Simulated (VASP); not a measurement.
# PbF2 (Fluorocronite) (Fm-3m) in VASP: further runs

The runs below take PbF2 (Fluorocronite) through relaxation of cell and atoms, with PBE.

Everything below comes from runs of VASP 6.6.1. Logs are shortened: lines on timing, memory, paths and dates and some standing lists are left out, and cuts for length are marked.

### 1 The cell of the first run

The structure is cubic, space group Fm-3m (No. 225). Conventional cell: a = 5.927 Å, b = 5.927 Å, c = 5.927 Å, α = 90.00°, β = 90.00°, γ = 90.00°. Within 3.4 Å of Pb (site symmetry m-3m) lie 8 F at 2.57 Å. Within 3.4 Å of F (site symmetry -43m) lie 4 Pb at 2.57 Å and 6 F at 2.96 Å.

### 2 Relaxation of cell and atoms, PBE

INCAR reads:

```
  ALGO = Normal
  EDIFF = 1E-6
  EDIFFG = -0.03
  ENCUT = 600
  GGA = PE
  IBRION = 2
  ISIF = 3
  ISMEAR = 0
  LASPH = T
  LCHARG = F
  LREAL = F
  LWAVE = F
  NELM = 60
  NSW = 80
  PREC = Accurate
  SIGMA = 0.01
```

KPOINTS reads:

```
k-points
0
Gamma
  6 6 6
```

POSCAR reads:

```
PbF2
1.0
    0.0000000000      2.9636600000      2.9636600000
    2.9636600000      0.0000000000      2.9636600000
    2.9636600000      2.9636600000      0.0000000000
Pb F
1 2
Direct
    0.0000000000      0.0000000000      0.0000000000
    0.2500000000      0.2500000000      0.2500000000
    0.7500000000      0.7500000000      0.7500000000
```

Potentials or basis: VASP PAW PBE potentials, release 64 (Pb_d, F).

Launch:

```bash
$ cat potpaw_PBE.64/Pb_d/POTCAR potpaw_PBE.64/F/POTCAR > POTCAR
$ mpirun -np 1 vasp_std > vasp.out
```

OUTCAR:

```text
EDIFF = 1E-6
   EDIFFG = -0.03
   ENCUT = 600
   GGA = PE
   IBRION = 2
   ISIF = 3
   ISMEAR = 0
   LASPH = T
   LREAL = F
   NELM = 60
   NSW = 80
   PREC = Accurate

 ion  position               nearest neighbor table
   1  0.000  0.000  0.000-   3 2.57   3 2.57   3 2.57   2 2.57   2 2.57   2 2.57   3 2.57   2 2.57

   2  0.250  0.250  0.250-   1 2.57   1 2.57   1 2.57   1 2.57
   3  0.750  0.750  0.750-   1 2.57   1 2.57   1 2.57   1 2.57

  LATTYP: Found a face centered cubic cell.
 ALAT       =     5.9273200000

  Lattice vectors:

 A1 = (   0.0000000000,   2.9636600000,   2.9636600000)
 A2 = (   2.9636600000,   0.0000000000,   2.9636600000)
 A3 = (   2.9636600000,   2.9636600000,   0.0000000000)

Analysis of symmetry for initial positions (statically):
=====================================================================
 Subroutine PRICEL returns:
 Original cell was already a primitive cell.

 Routine SETGRP: Setting up the symmetry group for a
 face centered cubic supercell.

 Subroutine GETGRP returns: Found 48 space group operations
 (whereof 48 operations were pure point group operations)
 out of a pool of 48 trial point group operations.

The static configuration has the point symmetry O_h .

Analysis of symmetry for dynamics (positions and initial velocities):
=====================================================================
 Subroutine PRICEL returns:
 Original cell was already a primitive cell.

 Routine SETGRP: Setting up the symmetry group for a
 face centered cubic supercell.

 Subroutine GETGRP returns: Found 48 space group operations
 (whereof 48 operations were pure point group operations)
 out of a pool of 48 trial point group operations.

The dynamic configuration has the point symmetry O_h .

 Subroutine INISYM returns: Found 48 space group operations
 (whereof 48 operations are pure point group operations),
 and found     1 'primitive' translations

----------------------------------------------------------------------------------------

                                     Primitive cell

  volume of cell :      52.0613

  direct lattice vectors                    reciprocal lattice vectors
     0.000000000  2.963660000  2.963660000    -0.168710311  0.168710311  0.168710311
     2.963660000  0.000000000  2.963660000     0.168710311 -0.168710311  0.168710311
     2.963660000  2.963660000  0.000000000     0.168710311  0.168710311 -0.168710311

  length of vectors
     4.191248166  4.191248166  4.191248166     0.292214830  0.292214830  0.292214830

  position of ions in fractional coordinates (direct lattice)
     0.000000000  0.000000000  0.000000000
     0.250000000  0.250000000  0.250000000
     0.750000000  0.750000000  0.750000000

  ion indices of the primitive-cell ions
   primitive index   ion index
                 1           1
                 2           2
                 3           3

----------------------------------------------------------------------------------------

 KPOINTS: k-points

Automatic generation of k-mesh.
 Grid dimensions read from file:
 generate k-points for:    6    6    6

 Generating k-lattice:

  Cartesian coordinates                     Fractional coordinates (reciprocal lattice)
    -0.028118385  0.028118385  0.028118385     0.166666667  0.000000000  0.000000000
     0.028118385 -0.028118385  0.028118385     0.000000000  0.166666667  0.000000000
     0.028118385  0.028118385 -0.028118385     0.000000000  0.000000000  0.166666667

  Length of vectors
     0.048702472  0.048702472  0.048702472

  Shift w.r.t. Gamma in fractional coordinates (k-lattice)
     0.000000000  0.000000000  0.000000000

 Subroutine IBZKPT returns following result:
 ===========================================

 Found     16 irreducible k-points:

 Following reciprocal coordinates:
            Coordinates               Weight
  0.000000  0.000000  0.000000      1.000000
  0.166667  0.000000  0.000000      8.000000
  0.333333  0.000000  0.000000      8.000000
  0.500000  0.000000  0.000000      4.000000
  0.166667  0.166667  0.000000      6.000000
  0.333333  0.166667  0.000000     24.000000
[... 8 lines left out ...]
 -0.333333  0.333333  0.166667     24.000000
 -0.333333  0.500000  0.166667     12.000000
   k-points           NKPTS =     16   k-points in BZ     NKDIM =     16   number of bands    NBANDS=     18
   number of dos      NEDOS =    301   number of ions     NIONS =      3
   total plane-waves  NPLWV =  46656
   dimension x,y,z NGX =    36 NGY =   36 NGZ =   36
   dimension x,y,z NGXF=    72 NGYF=   72 NGZF=   72
   ions per type =               1   2
   NGX,Y,Z   is equivalent  to a cutoff of  14.28, 14.28, 14.28 a.u.
   NGXF,Y,Z  is equivalent  to a cutoff of  28.56, 28.56, 28.56 a.u.
 SYSTEM =  unknown system
   PREC   = accura    normal or accurate (medium, high low for compatibility)
   ISTART =      0    job   : 0-new  1-cont  2-samecut
   ICHARG =      2    charge: 1-file 2-atom 10-const
   ISPIN  =      1    spin polarized calculation?
   LNONCOLLINEAR =      F non collinear calculations
   LSORBIT =      F    spin-orbit coupling
   LASPH  =      T    aspherical Exc in radial PAW
   ENCUT  =  600.0 eV  44.10 Ry    6.64 a.u.   8.37  8.37  8.37*2*pi/ulx,y,z
   NELM   =     60;   NELMIN=  2; NELMDL= -5     # of ELM steps
   EDIFF  = 0.1E-05   stopping-criterion for ELM
   LREAL  =      F    real-space projection
   EDIFFG = -.3E-01   stopping-criterion for IOM
   NSW    =     80    number of steps for IOM
   IBRION =      2    ionic relax: 0-MD 1-quasi-New 2-CG
   NFREE  =      1    steps in history (QN), initial steepest desc. (CG)
   ISIF   =      3    stress and relaxation
   ISYM   =      2    0-nonsym 1-usesym 2-fastsym
   POTIM  = 0.5000    time-step for ionic-motion
   TEBEG  =    0.0;   TEEND  =   0.0 temperature during run
   PSTRESS=    0.0 pullay stress
   NELECT =      28.0000    total number of electrons
   NUPDOWN=      -1.0000    fix difference up-down
   EMIN   =  10.00;   EMAX   =-10.00  energy-range for DOS
   EFERMI =   0.00;   METHOD = LEGACY
   ISMEAR =     0;   SIGMA  =   0.01  broadening in eV -4-tet -1-fermi 0-gaus
   EFERMI_NEDOS =   21; number of points for ismear=-14 and -15
   IALGO  =     38    algorithm
   IMIX   =      4    mixing-type and parameters
     AMIX     =   0.40;   BMIX     =  1.00
     AMIX_MAG =   1.60;   BMIX_MAG =  1.00
  volume/ion in A,a.u.               =      17.35       117.11
  Fermi-wavevector in a.u.,A,eV,Ry     =   1.331340  2.515869 24.115883  1.772467
  Thomas-Fermi vector in A             =   2.460359
   LORBIT       =      0    0 simple, 1 ext, 2 COOP (PROOUT), +10 PAW based schemes
   GGA     = PE    functional components
   LHFCALC =     F    Hartree Fock is set to
   AEXX    =    0.0000 exact exchange contribution
   IVDW    =     0    specifies the selected vdW correction
   LEPSILON=     F    determine dielectric tensor
   LRPA    =     F    only Hartree local field effects (RPA)
 conjugate gradient relaxation of ions
 non-spin polarized calculation
 Gauss-broadening in eV      SIGMA  =   0.01
  energy-cutoff  :      600.00
  volume of cell :       52.06
 maximum number of plane-waves:      1807
 NGX is ok and might be reduce to    36
   NGX = 17   NGY = 17   NGZ = 17

--------------------------------------- Ionic step        1  -------------------------------------------

 number of electron      28.0000008 magnetization

 Free energy of the ion-electron system (eV)
  ---------------------------------------------------
  ext. energy  EPLUGINS =         0.00000000
  ---------------------------------------------------
  free energy    TOTEN  =       -14.33742032 eV

  energy without entropy =      -14.33742032  energy(sigma->0) =      -14.33742032

------------------------ aborting loop because EDIFF is reached ----------------------------------------

  FORCE on cell =-STRESS in cart. coord.  units (eV):
  Direction    XX          YY          ZZ          XY          YZ          ZX
  --------------------------------------------------------------------------------------
  -------------------------------------------------------------------------------------
  Total        0.7912722      0.7912722      0.7912722     -0.0000000      0.0000000     -0.0000000
  in kB       24.3512547     24.3512547     24.3512547     -0.0000000      0.0000000     -0.0000000
  external PRESSURE =      24.3512547 kB  Pullay stress =       0.0000000 kB

 VOLUME and BASIS-vectors are now :
 -----------------------------------------------------------------------------
  energy-cutoff  :      600.00
  volume of cell :       52.06
      direct lattice vectors                 reciprocal lattice vectors
     0.000000000  2.963660000  2.963660000    -0.168710311  0.168710311  0.168710311
     2.963660000  0.000000000  2.963660000     0.168710311 -0.168710311  0.168710311
     2.963660000  2.963660000  0.000000000     0.168710311  0.168710311 -0.168710311
[... 38 lines left out ...]
 POSITION                                       TOTAL-FORCE (eV/Angst)
 -----------------------------------------------------------------------------------
      6.00274      3.00137      3.00137         0.000000     -0.000000     -0.000000
      1.50069      1.50069      1.50069        -0.000000     -0.000000     -0.000000
      4.50206      4.50206      4.50206         0.000000      0.000000      0.000000
 -----------------------------------------------------------------------------------
    total drift:                                0.000000      0.000000      0.000000

  FREE ENERGIE OF THE ION-ELECTRON SYSTEM (eV)
  ---------------------------------------------------
  free  energy   TOTEN  =       -14.3503722832 eV

  energy  without entropy=      -14.3503722832  energy(sigma->0) =      -14.35037228

--------------------------------------- Ionic step        3  -------------------------------------------

 number of electron      27.9999999 magnetization

 Free energy of the ion-electron system (eV)
  ---------------------------------------------------
  ext. energy  EPLUGINS =         0.00000000
  ---------------------------------------------------
  free energy    TOTEN  =       -14.35057063 eV

  energy without entropy =      -14.35057063  energy(sigma->0) =      -14.35057063

 E-fermi :   1.5462     XC(G=0):  -9.2395

 val. band max:        1.4722567506   @ k =   0.5000   0.0000   0.0000
 cond. band min:       5.9014874007   @ k =   0.5000   0.5000   0.0000
 fundamental gap:      4.4292306501
 Fermi energy:         1.5462238384

 k-point     1 :       0.0000    0.0000    0.0000
  band No.  band energies     occupation
      1     -19.3473      2.00000
      2     -18.7852      2.00000
      3     -12.9210      2.00000
      4     -12.9210      2.00000
      5     -12.9210      2.00000
      6     -12.8778      2.00000
[... 10 lines left out ...]
     17       8.2205      0.00000
     18      12.0349      0.00000
[... 335 lines left out ...]
 POSITION                                       TOTAL-FORCE (eV/Angst)
 -----------------------------------------------------------------------------------
     -0.00000      0.00000      0.00000        -0.000000      0.000000      0.000000
      1.49854      1.49854      1.49854         0.000000      0.000000     -0.000000
      4.49562      4.49562      4.49562        -0.000000     -0.000000      0.000000
 -----------------------------------------------------------------------------------
    total drift:                                0.000000      0.000000      0.000000

  FREE ENERGIE OF THE ION-ELECTRON SYSTEM (eV)
  ---------------------------------------------------
  free  energy   TOTEN  =       -14.3505706329 eV

  energy  without entropy=      -14.3505706329  energy(sigma->0) =      -14.35057063

 reached required accuracy - stopping structural energy minimisation
```

It took 30 s on 1 thread of AMD EPYC 9R45 (Zen 5), shared host; peak memory 0.18 GiB.

What came out:

```yaml
Free_energy: -14.3506 eV
Relaxed_volume: 17.95 Å³/atom
Relaxed_cell: a = 4.239 Å, b = 4.239 Å, c = 4.239 Å, α = 60.00°, β = 60.00°, γ = 60.00°
Space_group_after_relaxing_to_0.05_Å: Fm-3m (No. 225)
Energy_gained_by_relaxing: 4.4 meV/atom
Ionic_steps: 3
Pressure_after_relaxing: 0.0 GPa
Band_gap_on_the_k_mesh: 4.43 eV, indirect (least direct gap 4.56 eV)
```

Step by step:
| step | energy change (eV) | largest force (eV/Å) | pressure (GPa) | volume (Å³) |
| --- | --- | --- | --- | --- |
| 1 | 0.0000 | 0.0000 | 2.44 | 52.06 |
| 2 | -0.0130 | 0.0000 | -0.28 | 54.07 |
| 3 | -0.0132 | 0.0000 | 0.01 | 53.84 |

Final structure:
```
CELL_PARAMETERS angstrom
0.00000 2.99708 2.99708
2.99708 0.00000 2.99708
2.99708 2.99708 0.00000
ATOMIC_POSITIONS crystal
Pb 0.00000 0.00000 0.00000
F 0.25000 0.25000 0.25000
F 0.75000 0.75000 0.75000
```

Caveat: spin-orbit coupling is left out, which moves the levels of the heavy elements. Zero-point motion and thermal expansion aren't in these numbers.

### 3 Relaxation of cell and atoms, PBE, target pressure 10 GPa, at which the enthalpy is minimised

INCAR reads:

```
SYSTEM = PbF2
  PREC = Accurate
  ENCUT = 600
  EDIFF = 1E-6
  ISMEAR = 0
  SIGMA = 0.01
  LREAL = .FALSE.
  LASPH = .TRUE.
  NELM = 100
  ALGO = Normal
  ISIF = 3
  LWAVE = .FALSE.
  LCHARG = .FALSE.
  GGA = PE
  IBRION = 2
  NSW = 80
  EDIFFG = -0.03
  PSTRESS = 100.0
```

KPOINTS reads:

```
regular mesh
0
G
  6 6 6
  0 0 0
```

POSCAR is that of step 2.

Potentials or basis: VASP PAW PBE potentials, release 64 (Pb_d, F).

Launch:

```bash
$ cat potpaw_PBE.64/Pb_d/POTCAR potpaw_PBE.64/F/POTCAR > POTCAR
$ mpirun -np 1 vasp_std > vasp.out
```

Wall time 33 s (1 thread of AMD EPYC 9R45 (Zen 5), shared host); peak memory 0.18 GiB.

It converged, with:

```
Free energy                                            : -14.1889 eV
Relaxed volume                                         : 16.02 Å³/atom
Relaxed cell                                           : a = 4.081 Å, b = 4.081 Å, c = 4.081 Å, α = 60.00°, β = 60.00°, γ = 60.00°
Space group after relaxing (to 0.05 Å)                 : Fm-3m (No. 225)
Energy change on relaxing (the enthalpy is what falls) : +49.5 meV/atom
Ionic steps                                            : 3
Pressure after relaxing                                : 10.0 GPa
Band gap on the k mesh                                 : 4.42 eV, indirect (least direct gap 4.54 eV)
```

Step by step:
```
step  energy change (eV)  largest force (eV/Å)  pressure (GPa)  volume (Å³)
   1              0.0000                0.0000            2.44        52.06
   2              0.2974                0.0000           14.98        46.13
   3              0.1485                0.0000            9.98        48.05
```

Final structure:
```
Pb F
1.0
     0.00000    2.88554    2.88554
     2.88554    0.00000    2.88554
     2.88554    2.88554    0.00000
Pb F
1 2
Direct
  0.00000 0.00000 0.00000
  0.25000 0.25000 0.25000
  0.75000 0.75000 0.75000
```

Levels at points of the mesh, in eV from the valence-band top:
```
           k point  band 12  band 13  band 14  band 15  band 16  band 17
(0.00, 0.00, 0.00)    -2.49    -2.49    -2.49     6.86     6.86     6.86
(0.50, 0.00, 0.00)    -2.64    -2.64    -0.05     5.02     7.94     7.94
(0.50, 0.50, 0.00)    -2.00    -2.00    -0.12     4.42     8.21     8.21
```

Caveat: the cell is relaxed towards a set pressure, so the enthalpy falls and the energy may rise; spin-orbit coupling is left out, which moves the levels of the heavy elements.

[end of part 1 of 2]
